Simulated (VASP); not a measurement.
Set up this calculation in VASP 6.6.1, as the native input.

```
Task                   : single point
Functional             : PBE
Potentials or basis    : VASP PAW PBE potentials, release 64 (K_sv, I)
Cutoff                 : 520 eV
k mesh                 : 6 × 6 × 6
Occupations            : gaussian, width 0.05 eV
Spin                   : no spin polarisation
Dipole correction      : no
Further INCAR settings : ALGO = Normal; EDIFF = 1e-06; NBANDS = 15
```

The structure of KI lies in POSCAR:

```
KI
1.0
    0.0000000000      3.6302865000      3.5245500000
    3.5245500000      0.0000000000      3.5245500000
    3.5245500000      3.6302865000      0.0000000000
K I
1 1
Direct
    0.0000000000      0.0000000000      0.0000000000
    0.5000000000      0.5000000000      0.5000000000
```

This cell differs from its parent crystal: strain +0.0300 x Voigt [0, 1, 0, 0, 0, 0].

The input as run:

INCAR

```
SYSTEM = KI
PREC = Accurate
ENCUT = 520
EDIFF = 1E-6
ISMEAR = 0
SIGMA = 0.05
LREAL = .FALSE.
LASPH = .TRUE.
NELM = 60
ALGO = Normal
ISIF = 2
LWAVE = .FALSE.
LCHARG = .FALSE.
GGA = PE
NBANDS = 15
```

KPOINTS

```
Automatic mesh
0
G
  6 6 6
  0 0 0
```

Potentials or basis: VASP PAW PBE potentials, release 64 (K_sv, I).

Command:

```sh
$ cat potpaw_PBE.64/K_sv/POTCAR potpaw_PBE.64/I/POTCAR > POTCAR
$ mpirun -np 1 vasp_std > vasp.out
```

It gave:

| Quantity | Value |
| --- | --- |
| Pressure | 0.4 GPa |
| Band gap on the k mesh | 3.91 eV |

Caveat: the cell differs from its parent crystal (strain +0.0300 x Voigt [0, 1, 0, 0, 0, 0]); spin-orbit coupling is left out, which moves the levels of the heavy elements.

Run time: 78 s on 1 thread of AMD EPYC 7R13, with other jobs on the host, peak memory 0.22 GiB.
